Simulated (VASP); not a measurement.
Runs of VASP 6.6.1 on PbSe. The structure is that of space group Pm-3m (No. 221), or close to it. The cells are those of the table. 

| level | cell | screening parameter | gap on the mesh (eV) | pressure (GPa) |
| --- | --- | --- | --- | --- |
| HSE06 | a = 3.784 Å, 2 atoms | 0.2079 1/Å | none | -1.1 |
| PBEsol-based screened hybrid with 25 % exact exchange | a = 3.705 Å, 2 atoms | 0.207 1/Å | none | -0.1 |
| PBE-based screened hybrid with 25 % exact exchange | a = 3.784 Å, 2 atoms | 0.3 1/Å | none | -0.9 |
| PBEsol-based screened hybrid with 25 % exact exchange | a = 3.784 Å, 2 atoms | 0.207 1/Å | none | (a) |

Alike in all rows: task single point; potentials or basis VASP PAW PBE potentials, release 64 (Pb_d, Se); no spin polarisation; k mesh 4 × 4 × 4; cutoff (eV) 520; smearing fermi-dirac 0.05 eV.

Problem. Fill in the values left out.

Solution. (a) -3.1.

Caveats: all runs use coarse meshes; the PAW data sets were made with another functional, which shifts forces and pressure a little; spin-orbit coupling is left out, which moves the levels of the heavy elements.

A k mesh can miss the band edges, and the runs leave out spin-orbit coupling on Pb, Se.

A gap of «none» marks levels without a gap at the run's occupations.
